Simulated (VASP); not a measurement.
# CaSiH6 (P1) in VASP: relaxation of cell and atoms with PBEsol

Aim: the relaxation of cell and atoms of CaSiH6 with PBEsol.

Everything below comes from runs of VASP 6.6.1. Logs are shortened: lines on timing, memory, paths and dates and some standing lists are left out, and cuts for length are marked.

## 1. The cell of the first run

The typed cell holds 8 atoms: a = 4.090 Å, b = 4.028 Å, c = 4.097 Å, α = 100.97°, β = 98.70°, γ = 98.62°.

## 2. Relaxation of cell and atoms, PBEsol

The input, INCAR:

```
PREC     = Accurate       # precision mode
ENCUT    = 600            # plane-wave cutoff, eV
EDIFF    = 1E-6           # SCF threshold, eV
ISMEAR   = -1             # smearing method
SIGMA    = 0.05           # smearing width, eV
LREAL    = False          # projectors in reciprocal space
LASPH    = True           # aspherical terms in the spheres
NELM     = 80             # most SCF steps
ALGO     = Normal         # electronic algorithm
ISIF     = 3              # what is computed and relaxed
LWAVE    = False          # write WAVECAR
LCHARG   = False          # write CHGCAR
GGA      = PS             # functional
IBRION   = 2              # ionic algorithm
NSW      = 100            # ionic steps
EDIFFG   = -0.01          # ionic threshold
```

The input, KPOINTS:

```
Automatic mesh
0
Gamma
  4 4 4
```

The input, POSCAR:

```
CaSiH6
1.0
    3.0975910619      1.7947194059      1.9771479062
   -3.0567014795      1.8277322299      1.8811749166
    0.0490347353     -3.6167104319      1.9238549366
Ca Si H
1 1 6
Direct
   -0.0646895565     -0.0200089138     -0.0856118009
    0.4891771191      0.5341143525      0.5171474650
    0.5524552093      0.3214549148      0.1914001796
    0.2385048147      0.2096078509      0.6047321372
    0.8522492512      0.4261038569      0.7199462356
    0.7213263062      0.8597868991      0.4203709604
    0.4249727827      0.7562183927      0.7920337956
    0.1890029962      0.5500841386      0.3066252661
```

Potentials or basis: VASP PAW PBE potentials, release 64 (Ca_sv, Si, H).

Command:

```sh
$ cat potpaw_PBE.64/Ca_sv/POTCAR potpaw_PBE.64/Si/POTCAR potpaw_PBE.64/H/POTCAR > POTCAR
$ mpirun -np 1 vasp_std > vasp.out
```

OUTCAR:

```text
PREC = Accurate
   ENCUT = 600
   EDIFF = 1E-6
   ISMEAR = -1
   LREAL = False
   LASPH = True
   NELM = 80
   ISIF = 3
   GGA = PS
   IBRION = 2
   NSW = 100
   EDIFFG = -0.01

 ion  position               nearest neighbor table
   1  0.935  0.980  0.914-   6 2.02   2 2.49
   2  0.489  0.534  0.517-   7 1.38   8 1.41   3 1.52   6 1.65   4 1.67   5 1.74   1 2.49
   3  0.552  0.321  0.191-   2 1.52
   4  0.239  0.210  0.605-   2 1.67
   5  0.852  0.426  0.720-   2 1.74
   6  0.721  0.860  0.420-   2 1.65   1 2.02
   7  0.425  0.756  0.792-   2 1.38
   8  0.189  0.550  0.307-   2 1.41

  LATTYP: Found a triclinic cell.
 ALAT       =     4.0968544727
 B/A-ratio  =     1.5299844692
 C/A-ratio  =     0.9982404135
 COS(alpha) =     0.0025965669
 COS(beta)  =     0.1513215760
 COS(gamma) =     0.7759224802

  Lattice vectors:

 A1 = (  -0.0490347353,   3.6167104319,  -1.9238549366)
 A2 = (  -3.1057362148,   5.4444426618,  -0.0426800200)
 A3 = (   3.0975910619,   1.7947194059,   1.9771479062)

Analysis of symmetry for initial positions (statically):
=====================================================================
 Subroutine PRICEL returns:
 Original cell was already a primitive cell.

 Routine SETGRP: Setting up the symmetry group for a
 triclinic supercell.

 Subroutine GETGRP returns: Found  1 space group operations
 (whereof  1 operations were pure point group operations)
 out of a pool of  2 trial point group operations.

The static configuration has the point symmetry C_1 .

Analysis of symmetry for dynamics (positions and initial velocities):
=====================================================================
 Subroutine PRICEL returns:
 Original cell was already a primitive cell.

 Routine SETGRP: Setting up the symmetry group for a
 triclinic supercell.

 Subroutine GETGRP returns: Found  1 space group operations
 (whereof  1 operations were pure point group operations)
 out of a pool of  2 trial point group operations.

The dynamic configuration has the point symmetry C_1 .

 Subroutine INISYM returns: Found  1 space group operations
 (whereof  1 operations are pure point group operations),
 and found     1 'primitive' translations

----------------------------------------------------------------------------------------

                                     Primitive cell

  volume of cell :      64.3672

  direct lattice vectors                    reciprocal lattice vectors
     3.097591062  1.794719406  1.977147906     0.160329308  0.092793978  0.170359644
    -3.056701480  1.827732230  1.881174917    -0.164735192  0.091076859  0.175416746
     0.049034735 -3.616710432  1.923854937    -0.003690010 -0.184420829  0.173185720

  length of vectors
     4.089645703  4.027759688  4.096854473     0.251671647  0.257300821  0.253017691

  position of ions in fractional coordinates (direct lattice)
     0.935310444  0.979991086  0.914388199
     0.489177119  0.534114352  0.517147465
     0.552455209  0.321454915  0.191400180
     0.238504815  0.209607851  0.604732137
     0.852249251  0.426103857  0.719946236
     0.721326306  0.859786899  0.420370960
     0.424972783  0.756218393  0.792033796
     0.189002996  0.550084139  0.306625266

  ion indices of the primitive-cell ions
   primitive index   ion index
                 1           1
                 2           2
                 3           3
                 4           4
                 5           5
                 6           6
                 7           7
                 8           8

----------------------------------------------------------------------------------------

 KPOINTS: Automatic mesh

Automatic generation of k-mesh.
 Grid dimensions read from file:
 generate k-points for:    4    4    4

 Generating k-lattice:

  Cartesian coordinates                     Fractional coordinates (reciprocal lattice)
     0.040082327  0.023198494  0.042589911     0.250000000 -0.000000000 -0.000000000
    -0.041183798  0.022769215  0.043854187     0.000000000  0.250000000  0.000000000
    -0.000922503 -0.046105207  0.043296430     0.000000000  0.000000000  0.250000000

  Length of vectors
     0.062917912  0.064325205  0.063254423

  Shift w.r.t. Gamma in fractional coordinates (k-lattice)
     0.000000000  0.000000000  0.000000000

 Subroutine IBZKPT returns following result:
 ===========================================

 Found     36 irreducible k-points:

 Following reciprocal coordinates:
            Coordinates               Weight
  0.000000  0.000000  0.000000      1.000000
  0.250000  0.000000  0.000000      2.000000
  0.500000  0.000000  0.000000      1.000000
  0.000000  0.250000  0.000000      2.000000
  0.250000  0.250000  0.000000      2.000000
  0.500000  0.250000  0.000000      2.000000
[... 16 lines left out ...]
  0.000000 -0.250000  0.250000      2.000000
  0.250000 -0.250000  0.250000      2.000000
 [... further k-points ...]
   k-points           NKPTS =     36   k-points in BZ     NKDIM =     36   number of bands    NBANDS=     15
   number of dos      NEDOS =    301   number of ions     NIONS =      8
   total plane-waves  NPLWV =  41472
   dimension x,y,z NGX =    36 NGY =   32 NGZ =   36
   dimension x,y,z NGXF=    72 NGYF=   64 NGZF=   72
   ions per type =               1   1   6
   NGX,Y,Z   is equivalent  to a cutoff of  14.63, 13.21, 14.61 a.u.
   NGXF,Y,Z  is equivalent  to a cutoff of  29.27, 26.42, 29.22 a.u.
 SYSTEM =  unknown system
   PREC   = accura    normal or accurate (medium, high low for compatibility)
   ISTART =      0    job   : 0-new  1-cont  2-samecut
   ICHARG =      2    charge: 1-file 2-atom 10-const
   ISPIN  =      1    spin polarized calculation?
   LNONCOLLINEAR =      F non collinear calculations
   LSORBIT =      F    spin-orbit coupling
   LASPH  =      T    aspherical Exc in radial PAW
   ENCUT  =  600.0 eV  44.10 Ry    6.64 a.u.   8.17  8.04  8.18*2*pi/ulx,y,z
   NELM   =     80;   NELMIN=  2; NELMDL= -5     # of ELM steps
   EDIFF  = 0.1E-05   stopping-criterion for ELM
   LREAL  =      F    real-space projection
   EDIFFG = -.1E-01   stopping-criterion for IOM
   NSW    =    100    number of steps for IOM
   IBRION =      2    ionic relax: 0-MD 1-quasi-New 2-CG
   NFREE  =      1    steps in history (QN), initial steepest desc. (CG)
   ISIF   =      3    stress and relaxation
   ISYM   =      2    0-nonsym 1-usesym 2-fastsym
   POTIM  = 0.5000    time-step for ionic-motion
   TEBEG  =    0.0;   TEEND  =   0.0 temperature during run
   PSTRESS=    0.0 pullay stress
   NELECT =      20.0000    total number of electrons
   NUPDOWN=      -1.0000    fix difference up-down
   EMIN   =  10.00;   EMAX   =-10.00  energy-range for DOS
   EFERMI =   0.00;   METHOD = LEGACY
   ISMEAR =    -1;   SIGMA  =   0.05  broadening in eV -4-tet -1-fermi 0-gaus
   EFERMI_NEDOS =   21; number of points for ismear=-14 and -15
   IALGO  =     38    algorithm
   IMIX   =      4    mixing-type and parameters
     AMIX     =   0.40;   BMIX     =  1.00
     AMIX_MAG =   1.60;   BMIX_MAG =  1.00
  volume/ion in A,a.u.               =       8.05        54.30
  Fermi-wavevector in a.u.,A,eV,Ry     =   1.108825  2.095376 16.728279  1.229494
  Thomas-Fermi vector in A             =   2.245357
   LORBIT       =      0    0 simple, 1 ext, 2 COOP (PROOUT), +10 PAW based schemes
   GGA     = PS    functional components
   LHFCALC =     F    Hartree Fock is set to
   AEXX    =    0.0000 exact exchange contribution
   IVDW    =     0    specifies the selected vdW correction
   LEPSILON=     F    determine dielectric tensor
   LRPA    =     F    only Hartree local field effects (RPA)
 conjugate gradient relaxation of ions
 non-spin polarized calculation
  energy-cutoff  :      600.00
  volume of cell :       64.37
 maximum number of plane-waves:      2166
 NGX is ok and might be reduce to    36
   NGX = 17   NGY = 17   NGZ = 17

--------------------------------------- Ionic step        1  -------------------------------------------

 number of electron      20.0000001 magnetization

 Free energy of the ion-electron system (eV)
  ---------------------------------------------------
  ext. energy  EPLUGINS =         0.00000000
  ---------------------------------------------------
  free energy    TOTEN  =       -27.64485401 eV

  energy without entropy =      -27.64485401  energy(sigma->0) =      -27.64485401

------------------------ aborting loop because EDIFF is reached ----------------------------------------

  FORCE on cell =-STRESS in cart. coord.  units (eV):
  Direction    XX          YY          ZZ          XY          YZ          ZX
  --------------------------------------------------------------------------------------
  -------------------------------------------------------------------------------------
  Total        4.0968892      1.1145104      9.4756085      1.1361311     -2.4963686     -0.6889118
  in kB      101.9764397     27.7414880    235.8591548     28.2796534    -62.1375812    -17.1478335
  external PRESSURE =     121.8590275 kB  Pullay stress =       0.0000000 kB
[... 107 lines left out ...]
  FREE ENERGIE OF THE ION-ELECTRON SYSTEM (eV)
  ---------------------------------------------------
  free  energy   TOTEN  =       -28.7487816521 eV

  energy  without entropy=      -28.7487816354  energy(sigma->0) =      -28.74878164

[... ionic steps 4 to 23 ...]

--------------------------------------- Ionic step       24  -------------------------------------------

 number of electron      20.0000000 magnetization

------------------------ aborting loop because EDIFF is reached ----------------------------------------
[... 79 lines left out ...]
--------------------------------------- Ionic step       26  -------------------------------------------

 number of electron      20.0000000 magnetization

 Free energy of the ion-electron system (eV)
  ---------------------------------------------------
  ext. energy  EPLUGINS =         0.00000000
  ---------------------------------------------------
  free energy    TOTEN  =       -29.25894412 eV

  energy without entropy =      -29.25894411  energy(sigma->0) =      -29.25894412

 E-fermi :   3.0402     XC(G=0):  -9.6832

 val. band max:        2.2310110378   @ k =   0.0000   0.5000   0.0000
 cond. band min:       3.7951522614   @ k =   0.0000   0.0000   0.0000
 fundamental gap:      1.5641412236
 Fermi energy:         3.0401686319

 k-point     1 :       0.0000    0.0000    0.0000
  band No.  band energies     occupation
      1     -37.2668      2.00000
      2     -18.4320      2.00000
      3     -18.3488      2.00000
      4     -18.3484      2.00000
      5      -8.1749      2.00000
      6      -1.1105      2.00000
      7      -0.7197      2.00000
      8      -0.7110      2.00000
      9       0.5307      2.00000
     10       0.5473      2.00000
     11       3.7952      0.00000
     12       6.5284      0.00000
     13       6.5368      0.00000
     14       7.4224      0.00000
[... 401 lines left out ...]
      2     -18.4511      2.00000
      3     -18.3883      2.00000
      4     -18.3844      2.00000
      5      -7.1215      2.00000
      6      -2.4103      2.00000
      7      -1.9415      2.00000
      8      -1.8574      2.00000
      9       0.4676      2.00000
     10       1.4216      2.00000
     11       5.7283      0.00000
     12       6.5213      0.00000
     13       7.1564      0.00000
     14       7.8210      0.00000
     15       8.3430      0.00000

 [... further k-points ...]

------------------------ aborting loop because EDIFF is reached ----------------------------------------

  FORCE on cell =-STRESS in cart. coord.  units (eV):
  Direction    XX          YY          ZZ          XY          YZ          ZX
  --------------------------------------------------------------------------------------
  -------------------------------------------------------------------------------------
  Total        0.0059092      0.0084217     -0.0009152      0.0019148     -0.0185254      0.0019975
  in kB        0.1443594      0.2057394     -0.0223591      0.0467781     -0.4525715      0.0487984
  external PRESSURE =       0.1092466 kB  Pullay stress =       0.0000000 kB
[... 23 lines left out ...]
  FREE ENERGIE OF THE ION-ELECTRON SYSTEM (eV)
  ---------------------------------------------------
  free  energy   TOTEN  =       -29.2589441236 eV

  energy  without entropy=      -29.2589441091  energy(sigma->0) =      -29.25894412

 reached required accuracy - stopping structural energy minimisation
```

Wall time 13 min (1 thread of Oxide Virtual Turin-like, shared host); peak memory 0.2 GiB.

Results:

| Item | Value |
| --- | --- |
| Free energy | -29.2589 eV |
| Relaxed volume | 8.20 Å³/atom |
| Relaxed cell | a = 4.094 Å, b = 4.095 Å, c = 4.090 Å, α = 99.27°, β = 99.21°, γ = 99.12° |
| Space group after relaxing (to 0.1 Å) | R-3 (No. 148) |
| Energy gained by relaxing | 201.8 meV/atom |
| Ionic steps | 26 |
| Pressure after relaxing | 0.0 GPa |
| Largest force after relaxing | 0.007 eV/Å |
| Band gap on the k mesh | 1.56 eV (least direct gap 3.25 eV) |

Forces in eV/Å, atoms in the order of the input:
```
Ca   0.001  0.000  0.005
Si   0.000  0.002 -0.001
H    0.001  0.005 -0.001
H    0.001 -0.005 -0.005
H    0.003  0.001  0.004
H   -0.002  0.002  0.000
H   -0.001 -0.002 -0.003
H   -0.003 -0.002  0.003
```

Step by step:
| step | energy change (eV) | largest force (eV/Å) | pressure (GPa) | volume (Å³) |
| --- | --- | --- | --- | --- |
| 1 | 0.0000 | 5.0310 | 12.19 | 64.37 |
| 2 | -0.9551 | 3.4685 | -2.95 | 70.18 |
| 3 | -1.1039 | 1.8279 | -0.20 | 68.21 |
| 4 | -1.3611 | 0.7922 | -2.67 | 68.81 |
| 5 | -1.3751 | 1.1139 | -3.13 | 69.04 |
| 6 | -1.5034 | 0.4603 | -1.38 | 67.60 |
| 7 | -1.5254 | 0.6138 | -0.09 | 66.74 |
| 8 | -1.5692 | 0.3114 | 0.10 | 66.25 |
| 9 | -1.5708 | 0.5007 | 0.19 | 66.14 |
| 10 | -1.5910 | 0.2262 | -0.17 | 66.05 |
| 11 | -1.5941 | 0.2250 | -0.34 | 66.00 |
| 12 | -1.6047 | 0.1385 | -0.23 | 65.73 |
| 13 | -1.6060 | 0.2169 | -0.15 | 65.60 |
| 14 | -1.6100 | 0.0736 | 0.20 | 65.38 |
| 15 | -1.6101 | 0.0784 | 0.25 | 65.35 |
| 16 | -1.6119 | 0.0518 | 0.11 | 65.46 |
| 17 | -1.6127 | 0.0496 | -0.04 | 65.58 |
| 18 | -1.6134 | 0.0360 | 0.00 | 65.60 |
| 19 | -1.6135 | 0.0710 | 0.01 | 65.60 |
| 20 | -1.6139 | 0.0264 | 0.01 | 65.62 |
| 21 | -1.6139 | 0.0219 | 0.01 | 65.62 |
| 22 | -1.6140 | 0.0223 | -0.04 | 65.64 |
| 23 | -1.6140 | 0.0293 | -0.04 | 65.64 |
| 24 | -1.6141 | 0.0206 | -0.02 | 65.62 |
| 25 | -1.6141 | 0.0126 | -0.03 | 65.62 |
| 26 | -1.6141 | 0.0071 | 0.01 | 65.58 |

Final structure:
```xyz
8
Lattice="3.1159 1.8008 1.9518 -3.1165 1.8038 1.9494 0.0003 -3.5975 1.9450" Properties=species:S:1:pos:R:3 pbc="T T T"
Ca    3.0246   -1.7724    3.8978
Si   -0.0916    0.0277    2.9248
H     0.8289    0.9233    1.9661
H     0.2257   -1.2186    1.9678
H     1.1454   -0.3200    3.8832
H    -0.4084    1.2741    3.8828
H    -1.0113   -0.8684    3.8846
H    -1.3280    0.3758    1.9653
```

Levels at points of the mesh, in eV from the valence-band top:
```tsv
k point	band 7	band 8	band 9	band 10	band 11	band 12	band 13	band 14
(0.00, 0.00, 0.00)	-2.95	-2.94	-1.70	-1.68	1.56	4.30	4.31	5.19
(0.50, 0.00, 0.00)	-3.65	-3.11	-0.70	-0.01	3.67	3.99	4.22	4.72
(0.00, 0.50, 0.00)	-3.65	-3.11	-0.71	0.00	3.67	3.99	4.23	4.72
(0.50, 0.50, 0.00)	-4.82	-2.79	-2.54	-0.64	2.99	4.59	5.64	5.75
(0.00, 0.00, 0.50)	-3.65	-3.12	-0.71	0.00	3.67	3.99	4.23	4.73
(0.50, 0.00, 0.50)	-4.81	-2.80	-2.54	-0.66	2.99	4.58	5.65	5.75
(0.00, 0.50, 0.50)	-4.81	-2.80	-2.54	-0.65	2.99	4.58	5.64	5.75
(0.50, 0.50, 0.50)	-4.75	-4.74	-2.53	-2.53	4.33	5.44	5.65	5.65
```

Caveat: the PAW data sets were made with another functional, which shifts forces and pressure a little.
